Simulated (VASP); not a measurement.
# BaTiO3 (P4/mmm) in VASP: notebook

Runs on BaTiO3. Level: PBE. Tasks: single point.

Everything below comes from runs of VASP 6.6.1. Logs are shortened: lines on timing, memory, paths and dates and some standing lists are left out, and cuts for length are marked.

### 1 The cell of the first run

It takes space group P4/mmm (No. 123, tetragonal). The conventional cell has a = 3.698 Å, b = 3.698 Å, c = 3.859 Å, α = 90.00°, β = 90.00°, γ = 90.00°. Within 3.4 Å of Ba (site symmetry 4/mmm) lie 12 O at 2.61 to 2.67 Å and 8 Ti at 3.25 Å. Ti (site symmetry 4/mmm) has 6 O at 1.85 to 1.93 Å within 2.5 Å. Within 2.7 Å of O (site symmetry 4/mmm) lie 2 Ti at 1.93 Å and 4 Ba at 2.61 Å and 8 O at 2.67 Å. Within 2.5 Å of O (site symmetry mmm) lie 2 Ti at 1.85 Å.

### 2 Single point, PBE (strain -0.080 along x and y, -0.040 along z)

INCAR reads:

```
ALGO     = Normal         # electronic algorithm
EDIFF    = 1E-6           # SCF threshold, eV
ENCUT    = 1340           # plane-wave cutoff, eV
GGA      = PE             # functional
GGA_COMPAT= False        
ISIF     = 2              # what is computed and relaxed
ISMEAR   = 0              # smearing method
LASPH    = True           # aspherical terms in the spheres
LCHARG   = False          # write CHGCAR
LREAL    = False          # projectors in reciprocal space
LWAVE    = False          # write WAVECAR
NBANDS   = 28             # bands
NELM     = 120            # most SCF steps
PREC     = Accurate       # precision mode
SIGMA    = 0.05           # smearing width, eV
```

KPOINTS reads:

```
k-points
0
Gamma
  8 8 8
```

POSCAR reads:

```
BaTiO3
1.0
    3.6976933126      0.0000000000      0.0000000000
    0.0000000000      3.6976933126      0.0000000000
    0.0000000000      0.0000000000      3.8585100676
Ba Ti O
1 1 3
Direct
    0.0000000000      0.0000000000      0.0000000000
    0.5000000000      0.5000000000      0.5000000000
    0.5000000000      0.5000000000      0.0000000000
    0.5000000000      0.0000000000      0.5000000000
    0.0000000000      0.5000000000      0.5000000000
```

Potentials or basis: VASP PAW PBE potentials, release 64 (Ba_sv, Ti_sv, O_h).

The run is started by

```bash
cat potpaw_PBE.64/Ba_sv/POTCAR potpaw_PBE.64/Ti_sv/POTCAR potpaw_PBE.64/O_h/POTCAR > POTCAR
mpirun -np 1 vasp_std > vasp.out
```

OUTCAR:

```text
EDIFF = 1E-6
   ENCUT = 1340
   GGA = PE
   ISIF = 2
   ISMEAR = 0
   LASPH = True
   LREAL = False
   NELM = 120
   PREC = Accurate

 ion  position               nearest neighbor table
   1  0.000  0.000  0.000-   3 2.61   3 2.61   3 2.61   3 2.61   5 2.67   4 2.67   5 2.67   5 2.67
                             5 2.67   4 2.67   4 2.67   4 2.67   2 3.25   2 3.25   2 3.25   2 3.25
   2  0.500  0.500  0.500-   4 1.85   5 1.85   4 1.85   5 1.85   3 1.93   3 1.93   1 3.25   1 3.25
                             1 3.25   1 3.25   1 3.25   1 3.25   1 3.25   1 3.25
   3  0.500  0.500  0.000-   2 1.93   2 1.93   1 2.61   1 2.61   1 2.61   1 2.61
   4  0.500  0.000  0.500-   2 1.85   2 1.85   1 2.67   1 2.67   1 2.67   1 2.67
   5  0.000  0.500  0.500-   2 1.85   2 1.85   1 2.67   1 2.67   1 2.67   1 2.67

  LATTYP: Found a simple tetragonal cell.
 ALAT       =     3.6976933126
 C/A-ratio  =     1.0434911015

  Lattice vectors:

 A1 = (   3.6976933126,   0.0000000000,   0.0000000000)
 A2 = (   0.0000000000,   3.6976933126,   0.0000000000)
 A3 = (   0.0000000000,   0.0000000000,   3.8585100676)

Analysis of symmetry for initial positions (statically):
=====================================================================
 Subroutine PRICEL returns:
 Original cell was already a primitive cell.

 Routine SETGRP: Setting up the symmetry group for a
 simple tetragonal supercell.

 Subroutine GETGRP returns: Found 16 space group operations
 (whereof 16 operations were pure point group operations)
 out of a pool of 16 trial point group operations.

The static configuration has the point symmetry D_4h.

Analysis of symmetry for dynamics (positions and initial velocities):
=====================================================================
 Subroutine PRICEL returns:
 Original cell was already a primitive cell.

 Routine SETGRP: Setting up the symmetry group for a
 simple tetragonal supercell.

 Subroutine GETGRP returns: Found 16 space group operations
 (whereof 16 operations were pure point group operations)
 out of a pool of 16 trial point group operations.

The dynamic configuration has the point symmetry D_4h.

 Subroutine INISYM returns: Found 16 space group operations
 (whereof 16 operations are pure point group operations),
 and found     1 'primitive' translations

----------------------------------------------------------------------------------------

                                     Primitive cell

  volume of cell :      52.7572

  direct lattice vectors                    reciprocal lattice vectors
     3.697693313  0.000000000  0.000000000     0.270438870  0.000000000  0.000000000
     0.000000000  3.697693313  0.000000000     0.000000000  0.270438870  0.000000000
     0.000000000  0.000000000  3.858510068     0.000000000  0.000000000  0.259167394

  length of vectors
     3.697693313  3.697693313  3.858510068     0.270438870  0.270438870  0.259167394

  position of ions in fractional coordinates (direct lattice)
     0.000000000  0.000000000  0.000000000
     0.500000000  0.500000000  0.500000000
     0.500000000  0.500000000  0.000000000
     0.500000000  0.000000000  0.500000000
     0.000000000  0.500000000  0.500000000

  ion indices of the primitive-cell ions
   primitive index   ion index
                 1           1
                 2           2
                 3           3
                 4           4
                 5           5

----------------------------------------------------------------------------------------

 KPOINTS: k-points

Automatic generation of k-mesh.
 Grid dimensions read from file:
 generate k-points for:    8    8    8

 Generating k-lattice:

  Cartesian coordinates                     Fractional coordinates (reciprocal lattice)
     0.033804859  0.000000000  0.000000000     0.125000000  0.000000000  0.000000000
     0.000000000  0.033804859  0.000000000     0.000000000  0.125000000  0.000000000
     0.000000000  0.000000000  0.032395924     0.000000000  0.000000000  0.125000000

  Length of vectors
     0.033804859  0.033804859  0.032395924

  Shift w.r.t. Gamma in fractional coordinates (k-lattice)
     0.000000000  0.000000000  0.000000000

 Subroutine IBZKPT returns following result:
 ===========================================

 Found     75 irreducible k-points:

 Following reciprocal coordinates:
            Coordinates               Weight
  0.000000  0.000000  0.000000      1.000000
  0.125000  0.000000  0.000000      4.000000
  0.250000  0.000000  0.000000      4.000000
  0.375000  0.000000  0.000000      4.000000
  0.500000  0.000000  0.000000      2.000000
  0.125000  0.125000  0.000000      4.000000
[... 16 lines left out ...]
  0.375000  0.125000  0.125000     16.000000
  0.500000  0.125000  0.125000      8.000000
 [... further k-points ...]
   k-points           NKPTS =     75   k-points in BZ     NKDIM =     75   number of bands    NBANDS=     28
[... 39 lines left out ...]
  Fermi-wavevector in a.u.,A,eV,Ry     =   1.492798  2.820979 30.319844  2.228446
  Thomas-Fermi vector in A             =   2.605280
   LORBIT       =      0    0 simple, 1 ext, 2 COOP (PROOUT), +10 PAW based schemes
   GGA     = PE    functional components
   LHFCALC =     F    Hartree Fock is set to
   AEXX    =    0.0000 exact exchange contribution
   IVDW    =     0    specifies the selected vdW correction
   LEPSILON=     F    determine dielectric tensor
   LRPA    =     F    only Hartree local field effects (RPA)
 non-spin polarized calculation
 Gauss-broadening in eV      SIGMA  =   0.05
  energy-cutoff  :     1340.00
  volume of cell :       52.76
 maximum number of plane-waves:      5920
 NGX is ok and might be reduce to    48
   NGX = 23   NGY = 23   NGZ = 23

 number of electron      39.9999999 magnetization

 Free energy of the ion-electron system (eV)
  ---------------------------------------------------
  ext. energy  EPLUGINS =         0.00000000
  ---------------------------------------------------
  free energy    TOTEN  =       -38.03065720 eV

  energy without entropy =      -38.03065720  energy(sigma->0) =      -38.03065720

 E-fermi :   6.4205     XC(G=0): -12.3232

 val. band max:        6.0743777213   @ k =   0.0000   0.0000   0.0000
 cond. band min:       7.9904190102   @ k =   0.0000   0.0000   0.0000
 fundamental gap:      1.9160412889
 Fermi energy:         6.4204552018

 k-point     1 :       0.0000    0.0000    0.0000
  band No.  band energies     occupation
      1     -49.8489      2.00000
      2     -26.2309      2.00000
      3     -26.2309      2.00000
      4     -26.1590      2.00000
      5     -18.6374      2.00000
      6     -11.3832      2.00000
[... 20 lines left out ...]
     27      11.6549      0.00000
     28      15.5471      0.00000

 k-point     2 :       0.1250    0.0000    0.0000
  band No.  band energies     occupation
      1     -49.8483      2.00000
      2     -26.2552      2.00000
      3     -26.2299      2.00000
      4     -26.1580      2.00000
      5     -18.5867      2.00000
      6     -11.4035      2.00000
[... 20 lines left out ...]
     27      12.1433      0.00000
     28      15.4471      0.00000

 k-point     3 :       0.2500    0.0000    0.0000
  band No.  band energies     occupation
      1     -49.8470      2.00000
      2     -26.3131      2.00000
      3     -26.2274      2.00000
      4     -26.1554      2.00000
      5     -18.4597      2.00000
      6     -11.6352      2.00000
[... 20 lines left out ...]
     27      13.1618      0.00000
     28      15.2054      0.00000

 k-point     4 :       0.3750    0.0000    0.0000
  band No.  band energies     occupation
      1     -49.8457      2.00000
      2     -26.3698      2.00000
      3     -26.2250      2.00000
      4     -26.1528      2.00000
      5     -18.3251      2.00000
      6     -11.9417      2.00000
[... 578 lines left out ...]
     27      13.5252      0.00000
     28      15.5566      0.00000

 k-point    23 :       0.3750    0.1250    0.1250
  band No.  band energies     occupation
      1     -49.8448      2.00000
      2     -26.3665      2.00000
      3     -26.2476      2.00000
      4     -26.1662      2.00000
      5     -18.2727      2.00000
      6     -11.7424      2.00000
[... 20 lines left out ...]
     27      14.5676      0.00000
     28      15.6004      0.00000

 k-point    24 :       0.5000    0.1250    0.1250
  band No.  band energies     occupation
      1     -49.8443      2.00000
      2     -26.3894      2.00000
      3     -26.2465      2.00000
      4     -26.1650      2.00000
      5     -18.2216      2.00000
      6     -11.8498      2.00000
[... 20 lines left out ...]
     27      14.9894      0.00000
     28      15.8588      0.00000

 [... further k-points ...]

------------------------ aborting loop because EDIFF is reached ----------------------------------------

  FORCE on cell =-STRESS in cart. coord.  units (eV):
  Direction    XX          YY          ZZ          XY          YZ          ZX
  --------------------------------------------------------------------------------------
  -------------------------------------------------------------------------------------
  Total       21.0987364     21.0987364     15.0648207      0.0000000     -0.0000000      0.0000000
  in kB      640.7455759    640.7455759    457.5021457      0.0000000     -0.0000000      0.0000000
  external PRESSURE =     579.6644325 kB  Pullay stress =       0.0000000 kB

 VOLUME and BASIS-vectors are now :
 -----------------------------------------------------------------------------
  energy-cutoff  :     1340.00
  volume of cell :       52.76
      direct lattice vectors                 reciprocal lattice vectors
     3.697693313  0.000000000  0.000000000     0.270438870  0.000000000  0.000000000
     0.000000000  3.697693313  0.000000000     0.000000000  0.270438870  0.000000000
     0.000000000  0.000000000  3.858510068     0.000000000  0.000000000  0.259167394

 POSITION                                       TOTAL-FORCE (eV/Angst)
 -----------------------------------------------------------------------------------
      0.00000      0.00000      0.00000         0.000000      0.000000      0.000000
      1.84885      1.84885      1.92926         0.000000      0.000000      0.000000
      1.84885      1.84885      0.00000         0.000000      0.000000      0.000000
      1.84885      0.00000      1.92926         0.000000      0.000000      0.000000
      0.00000      1.84885      1.92926         0.000000      0.000000      0.000000
 -----------------------------------------------------------------------------------
    total drift:                                0.000000     -0.000000     -0.000000

  FREE ENERGIE OF THE ION-ELECTRON SYSTEM (eV)
  ---------------------------------------------------
  free  energy   TOTEN  =       -38.0306572020 eV

  energy  without entropy=      -38.0306572020  energy(sigma->0) =      -38.03065720
```

Wall time 9.3 min (1 thread of Intel Xeon Platinum 8375C at 2.90GHz (Ice Lake), shared host); peak memory 0.65 GiB.

Results:

| Item | Value |
| --- | --- |
| Free energy | -38.0307 eV |
| Pressure | 58.0 GPa |
| Band gap on the k mesh | 1.92 eV |

Levels at points of the mesh, in eV from the valence-band top:
| k point | band 16 | band 17 | band 18 | band 19 | band 20 | band 21 | band 22 | band 23 | band 24 | band 25 |
| --- | --- | --- | --- | --- | --- | --- | --- | --- | --- | --- |
| (0.00, 0.00, 0.00) | -1.50 | -1.50 | -0.12 | 0.00 | 0.00 | 1.92 | 1.92 | 2.02 | 4.70 | 4.92 |
| (0.50, 0.00, 0.00) | -2.39 | -2.33 | -2.25 | -0.82 | -0.80 | 2.21 | 4.56 | 4.57 | 5.13 | 7.96 |
| (0.50, 0.50, 0.00) | -3.85 | -1.78 | -0.51 | -0.51 | -0.16 | 4.58 | 4.58 | 5.10 | 6.08 | 9.10 |
| (0.00, 0.00, 0.50) | -2.43 | -1.80 | -1.80 | -0.71 | -0.71 | 2.24 | 4.09 | 4.09 | 5.48 | 7.25 |
| (0.50, 0.00, 0.50) | -3.41 | -1.61 | -0.99 | -0.97 | -0.38 | 4.12 | 4.58 | 4.83 | 6.59 | 8.76 |
| (0.50, 0.50, 0.50) | -2.21 | -2.21 | -0.16 | -0.16 | -0.07 | 5.30 | 5.30 | 5.52 | 7.37 | 7.37 |

Caveat: the cell differs from its parent crystal (strain -0.080 along x and y, -0.040 along z); the stress differs along the axes, from 46 to 64 GPa; spin-orbit coupling is left out, which moves the levels of the heavy elements. A k mesh can miss the band edges.

### 3 Single point, PBE (strain +0.040 along x and y, +0.000 along z)

INCAR reads:

```
PREC     = Accurate       # precision mode
ENCUT    = 1340           # plane-wave cutoff, eV
EDIFF    = 1E-6           # SCF threshold, eV
ISMEAR   = 0              # smearing method
SIGMA    = 0.05           # smearing width, eV
LREAL    = False          # projectors in reciprocal space
LASPH    = True           # aspherical terms in the spheres
NELM     = 120            # most SCF steps
ALGO     = Normal         # electronic algorithm
ISIF     = 2              # what is computed and relaxed
LWAVE    = False          # write WAVECAR
LCHARG   = False          # write CHGCAR
GGA      = PE             # functional
NBANDS   = 28             # bands
GGA_COMPAT= False
```

KPOINTS reads:

```
Automatic mesh
0
Gamma
  8 8 8
```

POSCAR, as its differences from that of step 2:

```diff
@@ -2,5 +2,5 @@
 1.0
-    3.6976933126      0.0000000000      0.0000000000
-    0.0000000000      3.6976933126      0.0000000000
-    0.0000000000      0.0000000000      3.8585100676
+    4.1800011360      0.0000000000      0.0000000000
+    0.0000000000      4.1800011360      0.0000000000
+    0.0000000000      0.0000000000      4.0192813204
 Ba Ti O
```

Potentials or basis: VASP PAW PBE potentials, release 64 (Ba_sv, Ti_sv, O_h).

The run is started by

```bash
cat potpaw_PBE.64/Ba_sv/POTCAR potpaw_PBE.64/Ti_sv/POTCAR potpaw_PBE.64/O_h/POTCAR > POTCAR
mpirun -np 1 vasp_std > vasp.out
```

Run time: 11 min. Hardware: 1 thread of Intel Xeon Platinum 8259CL at 2.50GHz (Skylake/Cascade Lake), shared host; peak memory 0.77 GiB.

It converged, with:

```
Free energy            : -39.8410 eV
Pressure               : -9.3 GPa
Band gap on the k mesh : 1.50 eV (least direct gap 1.72 eV)
```

Stress tensor (GPa, compression positive):
```
-11.02   0.00   0.00
  0.00 -11.02   0.00
  0.00   0.00  -5.80
```

Levels at points of the mesh, in eV from the valence-band top:
| k point | band 17 | band 18 | band 19 | band 20 | band 21 | band 22 | band 23 | band 24 |
| --- | --- | --- | --- | --- | --- | --- | --- | --- |
| (0.00, 0.00, 0.00) | -0.89 | -0.25 | -0.25 | -0.22 | 1.50 | 1.56 | 1.56 | 3.17 |
| (0.50, 0.00, 0.00) | -1.61 | -1.59 | -0.74 | -0.69 | 1.67 | 2.92 | 2.94 | 3.34 |
| (0.50, 0.50, 0.00) | -1.80 | -1.13 | -1.13 | -0.17 | 2.94 | 2.94 | 3.28 | 4.26 |
| (0.00, 0.00, 0.50) | -1.79 | -1.69 | -0.74 | -0.74 | 1.65 | 3.17 | 3.23 | 3.23 |
| (0.50, 0.00, 0.50) | -1.73 | -0.84 | -0.83 | -0.09 | 2.93 | 3.23 | 3.49 | 3.91 |
| (0.50, 0.50, 0.50) | -2.21 | -0.07 | 0.00 | 0.00 | 3.49 | 3.67 | 3.67 | 6.20 |

Caveat: the cell differs from its parent crystal (strain +0.040 along x and y, +0.000 along z); the stress differs along the axes, from -11 to -6 GPa; spin-orbit coupling is left out, which moves the levels of the heavy elements. A k mesh can miss the band edges.

### 4 Single point, PBE (strain -0.040 along x and y, +0.000 along z)

INCAR reads:

```
PREC = Accurate
ENCUT = 1340
EDIFF = 1E-6
ISMEAR = 0
SIGMA = 0.05
LREAL = False
LASPH = True
NELM = 120
ALGO = Normal
ISIF = 2
LWAVE = False
LCHARG = False
GGA = PE
NBANDS = 28
GGA_COMPAT = False
```

KPOINTS reads:

```
regular mesh
0
Gamma
  8 8 8
```

POSCAR, as its differences from that of step 3:

```diff
@@ -2,4 +2,4 @@
 1.0
-    4.1800011360      0.0000000000      0.0000000000
-    0.0000000000      4.1800011360      0.0000000000
+    3.8584625870      0.0000000000      0.0000000000
+    0.0000000000      3.8584625870      0.0000000000
     0.0000000000      0.0000000000      4.0192813204
```

The run is started by

```bash
cat potpaw_PBE.64/Ba_sv/POTCAR potpaw_PBE.64/Ti_sv/POTCAR potpaw_PBE.64/O_h/POTCAR > POTCAR
mpirun -np 1 vasp_std > vasp.out
```

Run time: 6.4 min. Hardware: 1 thread of Intel Xeon Platinum 8488C (Sapphire Rapids), shared host; peak memory 0.69 GiB.

It converged, with:

```yaml
Free_energy: -39.6527 eV
Pressure: 18.6 GPa
Band_gap_on_the_k_mesh: 1.79 eV (least direct gap 1.91 eV)
```

Stress tensor (GPa, compression positive):
```
22.12  0.00  0.00
 0.00 22.12  0.00
 0.00  0.00 11.56
```

Levels at points of the mesh, in eV from the valence-band top:
| k point | band 17 | band 18 | band 19 | band 20 | band 21 | band 22 | band 23 | band 24 |
| --- | --- | --- | --- | --- | --- | --- | --- | --- |
| (0.00, 0.00, 0.00) | -1.20 | -0.19 | -0.11 | -0.11 | 1.79 | 1.79 | 1.87 | 4.15 |
| (0.50, 0.00, 0.00) | -2.13 | -2.04 | -0.81 | -0.76 | 2.00 | 3.90 | 3.92 | 4.24 |
| (0.50, 0.50, 0.00) | -1.76 | -0.64 | -0.64 | -0.08 | 3.92 | 3.92 | 4.40 | 5.00 |
| (0.00, 0.00, 0.50) | -1.66 | -1.66 | -0.73 | -0.73 | 2.03 | 3.54 | 3.54 | 4.52 |
| (0.50, 0.00, 0.50) | -1.72 | -1.03 | -1.01 | -0.24 | 3.55 | 3.93 | 4.18 | 5.43 |
| (0.50, 0.50, 0.50) | -2.33 | -0.08 | -0.08 | 0.00 | 4.49 | 4.49 | 4.69 | 6.87 |

Caveat: the cell differs from its parent crystal (strain -0.040 along x and y, +0.000 along z); the stress differs along the axes, from 12 to 22 GPa; spin-orbit coupling is left out, which moves the levels of the heavy elements. A k mesh can miss the band edges.

### 5 Overview

| cell | gap on the mesh (eV) | pressure (GPa) |
| --- | --- | --- |
| a = 3.698, b = 3.698, c = 3.859 Å, 5 atoms | 1.92 | 58.0 |
| a = 4.180, b = 4.180, c = 4.019 Å, 5 atoms | 1.50 | -9.3 |
| a = 3.858, b = 3.858, c = 4.019 Å, 5 atoms | 1.79 | 18.6 |

Alike in all rows: task single point; level PBE; potentials or basis VASP PAW PBE potentials, release 64 (Ba_sv, Ti_sv, O_h); no spin polarisation; k mesh 8 × 8 × 8; cutoff (eV) 1340; smearing gaussian 0.05 eV.

Caveats: spin-orbit coupling is left out, which moves the levels of the heavy elements; the stress differs along the axes, from 46 to 64 GPa (at least some runs); the stress differs along the axes, from -11 to -6 GPa (at least some runs); the stress differs along the axes, from 12 to 22 GPa (at least some runs).

Absolute energies hang on the potentials; compare differences alone.
